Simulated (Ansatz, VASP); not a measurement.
C: VASP beside Ansatz

```
CELL_PARAMETERS angstrom
0.00000 2.11665 3.35975
1.22278 0.00000 3.35975
1.22278 2.11665 0.00000
ATOMIC_POSITIONS crystal
C 0.14229 0.85771 0.25794
C 0.83329 0.16671 0.83329
```

Alike in both runs: task single point; functional LDA; k mesh 16 × 16 × 16; occupations gaussian, width 0.03 eV; no spin polarisation.

|  | VASP | Ansatz |
| --- | --- | --- |
| version | VASP 6.6.1 | Ansatz 0.2.0 |
| potentials or method | VASP PAW LDA potentials, release 64 (C), cutoff 520 eV | scalar-relativistic, plane waves, PAW |
| valence electrons in the cell | 8 | 8 |

|  | VASP | Ansatz | Ansatz less VASP |
| --- | --- | --- | --- |
| gap on the k mesh at the Fermi level (eV) | none | none | - |
| pressure (GPa) | 23.0 | 22.2 | -0.74 |
| traceless stress, the component that is largest in VASP (GPa) | 34.10 | 33.50 | -0.600 |
| rms of the force components (eV/Å) | 7.725 | 7.710 | -0.0146 |

LDA's correlation is that of Perdew and Zunger in VASP and of Perdew and Wang (1992) in Ansatz. Atom by atom the forces differ by 0.015 eV/Å (rms over components). A gap of «none» marks a metal or a gap that the smearing closes.
